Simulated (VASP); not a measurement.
Write the native input for VASP 6.6.1 that does the following.

```yaml
Task: single point
Functional: PBE
Potentials_or_basis: VASP PAW PBE potentials, release 64 (Cd, S)
Cutoff: 500 eV
k_mesh: 9 × 9 × 4
Occupations: gaussian, width 0.02 eV
Spin: no spin polarisation
Dipole_correction: no
Further_INCAR_settings: ALGO = Normal; EDIFF = 1e-06; NBANDS = 26
```

The structure of CdS lies in POSCAR:

```
CdS
1.0
    4.1968523960      0.0000000000      0.0000000000
   -2.0984261980      3.6345807909      0.0000000000
    0.0000000000      0.0000000000      6.8296509168
Cd S
2 2
Direct
    0.3333333333      0.6666666667      0.0002179963
    0.6666666667      0.3333333333      0.5002179963
    0.3333333333      0.6666666667      0.3767820037
    0.6666666667      0.3333333333      0.8767820037
```

These files were run (other wordings do the same):

INCAR

```
SYSTEM = CdS
PREC = Accurate ; ENCUT = 500
EDIFF = 1E-6 ; ISMEAR = 0
SIGMA = 0.02 ; LREAL = .FALSE.
LASPH = .TRUE. ; NELM = 120
ALGO = Normal ; ISIF = 2
LWAVE = .FALSE. ; LCHARG = .FALSE.
GGA = PE ; NBANDS = 26
GGA_COMPAT = .FALSE.
```

KPOINTS

```
Automatic mesh
0
G
  9 9 4
  0 0 0
```

Potentials or basis: VASP PAW PBE potentials, release 64 (Cd, S).

Command:

```console
$ cat potpaw_PBE.64/Cd/POTCAR potpaw_PBE.64/S/POTCAR > POTCAR
$ mpirun -np 1 vasp_std > vasp.out
```

It gave:

```
Pressure               : 0.3 GPa
Band gap on the k mesh : 1.11 eV
```

It took 110 s on 1 thread of AMD EPYC 7R43 64-Core Processor (Zen 3) (shared host), peak memory 0.21 GiB.
